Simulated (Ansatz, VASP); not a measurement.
NaF: VASP beside Ansatz

Contents of POSCAR:

```
NaF
1.0
    2.8167409326     -0.0644597020     -0.0644597020
   -0.0644597020      2.8167409326     -0.0644597020
   -0.0644597020     -0.0644597020      2.8167409326
Na F
1 1
Direct
    0.0000000000      0.0000000000      0.0000000000
    0.5000000000      0.5000000000      0.5000000000
```

INCAR.step1

```
PREC = Accurate ; ENCUT = 520
EDIFF = 1E-5 ; ISMEAR = 0
SIGMA = 0.01 ; LREAL = F
LASPH = T ; NELM = 80
ALGO = Normal ; ISIF = 2
LWAVE = T ; LCHARG = F
GGA = PE ; NBANDS = 14
```

INCAR.step2

```
PREC = Accurate ; ENCUT = 520
EDIFF = 1E-6 ; ISMEAR = 0
SIGMA = 0.01 ; LREAL = F
LASPH = T ; NELM = 80
ALGO = Normal ; ISIF = 2
LWAVE = F ; LCHARG = F
GGA = PE ; LHFCALC = T
HFSCREEN = 0.2079 ; PRECFOCK = Normal
ISTART = 1 ; NBANDS = 14
```

KPOINTS

```
regular mesh
0
Gamma
  6 6 6
```

Input for Ansatz:

```yaml
crystal:
  lattice:
    - [2.8167409326, -0.064459702, -0.064459702]
    - [-0.064459702, 2.8167409326, -0.064459702]
    - [-0.064459702, -0.064459702, 2.8167409326]
  atoms:
    - { symbol: Na, position: [0.0, 0.0, 0.0] }
    - { symbol: F, position: [0.5, 0.5, 0.5] }
kpoints:
  mp_grid: { grid: [6, 6, 6] }
  band_path:
    path: [[0.0, 0.0, 0.0], [0.0, 0.5, 0.0], [0.5, 0.5, 0.0], [0.5, 0.5, 0.5]]
    npoints: 1
hamiltonian:
  xc: hse06
scf:
  occupations: { method: fixed }
  n_extra_bands: 4
output:
  forces: true
  stress: true
  eigenvalues: true
```

Change from the starting cell: epitaxial_111 strain +3.1%.

Alike in both runs: task single point; functional HSE06; k mesh 6 × 6 × 6; no spin polarisation.

|  | VASP | Ansatz |
| --- | --- | --- |
| version | VASP 6.6.1 | Ansatz 0.2.0 |
| potentials or method | VASP PAW PBE potentials, release 64 (Na_pv, F) | plane waves, PAW |
| plane-wave cutoff (eV) | 520 | 420 |
| occupations | gaussian, width 0.01 eV | fixed |
| valence electrons in the cell | 14 | 16 |

|  | VASP | Ansatz | Ansatz less VASP |
| --- | --- | --- | --- |
| gap on the k mesh at the Fermi level (eV) | 8.15 | 8.18 | +0.035 |
| pressure (GPa) | 0.9 | 0.8 | -0.07 |
| traceless stress, the component that is largest in VASP (GPa) | 0.46 | 0.40 | -0.061 |

VASP's potentials hold 14 valence electrons a cell and Ansatz's 16, so a difference there can come from the potentials and not from the codes. Ansatz's warnings: stress exchange threshold loose, stress scf threshold loose.
